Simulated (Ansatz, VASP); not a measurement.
Al7Cu: VASP beside Ansatz

```
Al Cu
1.0
     5.89315    0.00000    0.00000
     0.00000    5.89315    0.00000
     0.00000    0.00000    5.89315
Al Cu
7 1
Cartesian
  1.3467 1.3467 1.3467
  0.0000 2.9466 2.9466
  2.9466 2.9466 0.0000
  2.9466 0.0000 2.9466
  4.5465 1.3467 4.5465
  4.5465 4.5465 1.3467
  1.3467 4.5465 4.5465
  0.0000 0.0000 0.0000
```

Change from the starting cell: species swapped into the Si7Ge type (P-43m, No. 215).

Alike in both runs: functional PBE; k mesh 4 × 4 × 4; occupations gaussian, width 0.1 eV; no spin polarisation.

Ansatz relaxed the structure, and its values are those at the end. VASP's run is a single point on that final structure, the one shown.

|  | VASP | Ansatz |
| --- | --- | --- |
| version | VASP 6.6.1 | Ansatz 0.2.0 |
| potentials or method | VASP PAW PBE potentials, release 64 (Al, Cu), cutoff 520 eV | scalar-relativistic, plane waves, PAW |
| valence electrons in the cell | 32 | 40 |

```tsv
	VASP	Ansatz	Ansatz less VASP
gap on the k mesh at the Fermi level (eV)	none	none	-
pressure (GPa)	0.4	0.4	-0.01
rms of the force components (eV/Å)	0.008	0.000	-0.0075
```

A gap of «none» marks a metal or a gap that the smearing closes. VASP's potentials hold 32 valence electrons a cell and Ansatz's 40, so a difference there can come from the potentials and not from the codes.
